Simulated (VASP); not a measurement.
Set up this calculation in VASP 6.6.1, as the native input.

* Task: single point
* Functional: PBE
* Potentials or basis: VASP PAW PBE potentials, release 64 (Mo_sv, Se)
* Cutoff: 500 eV
* k mesh: 12 × 12 × 12
* Occupations: gaussian, width 0.1 eV
* Spin: no spin polarisation
* Hubbard terms: Mo d U = 4.38 eV
* Dipole correction: no
* Further INCAR settings: ALGO = Normal; EDIFF = 1e-06; NBANDS = 17

The structure of MoSe lies in POSCAR:

```
MoSe
1.0
    0.0000000000      2.9016121386      2.9016121386
    2.9016121386      0.0000000000      2.9016121386
    2.9016121386      2.9016121386      0.0000000000
Mo Se
1 1
Direct
    0.0000000000      0.0000000000      0.0000000000
    0.5000000000      0.5000000000      0.5000000000
```

One way to write it, as run:

INCAR

```
PREC = Accurate ; ENCUT = 500
EDIFF = 1E-6 ; ISMEAR = 0
SIGMA = 0.1 ; LREAL = F
LASPH = T ; NELM = 200
ALGO = Normal ; ISIF = 2
LWAVE = F ; LCHARG = T
LMAXMIX = 4 ; LDAU = T
LDAUTYPE = 2 ; LDAUL = 2 -1
LDAUU = 4.38 0 ; LDAUJ = 0 0
LDAUPRINT = 1 ; GGA = PE
LELF = T ; LVHAR = T
NBANDS = 17 ; GGA_COMPAT = F
```

KPOINTS

```
regular mesh
0
Gamma
  12 12 12
```

Potentials or basis: VASP PAW PBE potentials, release 64 (Mo_sv, Se).

Command:

```bash
$ cat potpaw_PBE.64/Mo_sv/POTCAR potpaw_PBE.64/Se/POTCAR > POTCAR
$ mpirun -np 1 vasp_std > vasp.out
```

Results of the run:

```yaml
Pressure: -15.5 GPa
Band_gap_on_the_k_mesh: zero (bands 10 and 11 overlap by 1.38 eV)
```

Caveat: the cell stands under tension; U without spin polarisation on a metal has little footing.

It took 88 s on 1 thread of Intel Xeon 8259CL, with other jobs on the host, peak memory 0.21 GiB.
